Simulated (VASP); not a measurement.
Set up this calculation in VASP 6.6.1, as the native input.

```yaml
Task: single point
Functional: PBE
Potentials_or_basis: VASP PAW PBE potentials, release 64 (K_sv, F)
Cutoff: 520 eV
k_mesh: 6 × 6 × 6
Occupations: fermi-dirac, width 0.1 eV
Spin: non-collinear spin, typed start
Starting_moments: "[[-0.036, 0.113, 0.308], [0.0, 0.0, 0.0]] μB"
Dipole_correction: no
Further_INCAR_settings: ALGO = Normal; EDIFF = 1e-06; NBANDS = 28
```

The structure of KF lies in POSCAR:

```
KF
1.0
    3.1924270469      0.0000000000      0.0000000000
    0.0000000000      3.1924270469      0.0000000000
    0.0000000000      0.0000000000      3.1924270469
K F
1 1
Direct
    0.0000000000      0.0000000000      0.0000000000
    0.5000000000      0.5000000000      0.5000000000
```

One way to write it, as run:

INCAR

```
SYSTEM = KF
PREC = Accurate
ENCUT = 520
EDIFF = 1E-6
ISMEAR = -1
SIGMA = 0.1
LREAL = .False.
LASPH = .True.
NELM = 150
ALGO = Normal
ISIF = 2
LWAVE = .False.
LCHARG = .False.
LNONCOLLINEAR = .True.
MAGMOM = -0.036 0.113 0.308 0 0 0
LORBIT = 11
GGA = PE
NBANDS = 28
```

KPOINTS

```
regular mesh
0
Gamma
  6 6 6
  0 0 0
```

Potentials or basis: VASP PAW PBE potentials, release 64 (K_sv, F).

Launch:

```sh
$ cat potpaw_PBE.64/K_sv/POTCAR potpaw_PBE.64/F/POTCAR > POTCAR
$ mpirun -np 1 vasp_ncl > vasp.out
```

It gave:

```yaml
Pressure: 2.4 GPa
Band_gap_on_the_k_mesh: 6.70 eV (least direct gap 6.74 eV)
Net_moment: 0.00 μB per cell
Valence_electrons_inside_the_program's_atomic_spheres: K 7.59; F 6.08
```

Run time: 3.6 min on 1 thread of Intel Xeon 8259CL (shared host), peak memory 0.29 GiB.
